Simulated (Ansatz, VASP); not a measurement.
## One calculation of HfO2, two programs

```xyz
6
Lattice="0.0000 -2.5221 -2.5221 0.0000 2.5221 -2.5221 5.0441 0.0000 0.0000" Properties=species:S:1:pos:R:3 pbc="T T T"
Hf    0.0000   -0.0242    0.0000
Hf    2.5221    0.0242   -2.5221
O     3.7023    1.2610   -1.2601
O     1.3418   -1.2610   -1.2620
O     1.1802    1.2610   -1.2601
O     3.8639   -1.2610   -1.2620
```

Change from the starting cell: mode 1 frozen in at -0.081 Å and mode 5 at -0.024 Å (largest displacements).

Alike in both runs: task single point; functional PBEsol; k mesh 6 × 6 × 6; occupations gaussian, width 0.05 eV; no spin polarisation.

|  | VASP | Ansatz |
| --- | --- | --- |
| version | VASP 6.6.1 | Ansatz 0.2.0 |
| potentials or method | VASP PAW PBE potentials, release 64 (Hf_pv, O), cutoff 520 eV | scalar-relativistic, plane waves, PAW |
| valence electrons in the cell | 44 | 76 |

```tsv
	VASP	Ansatz	Ansatz less VASP
gap on the k mesh at the Fermi level (eV)	3.90	3.88	-0.023
least direct gap on the mesh (eV)	3.90	3.88	-0.019
pressure (GPa)	-3.1	0.7	+3.76
traceless stress, the component that is largest in VASP (GPa)	0.91	0.89	-0.019
rms of the force components (eV/Å)	0.108	0.105	-0.0031
```

VASP's potentials were made for PBE, not for PBEsol, and Ansatz warns of the same on its side. Atom by atom the forces differ by 0.007 eV/Å (rms over components). With one functional, cell and mesh, what is left measures potentials, basis and numerics. VASP's potentials hold 44 valence electrons a cell and Ansatz's 76, so a difference there can come from the potentials and not from the codes.

Spin-orbit coupling is off throughout.
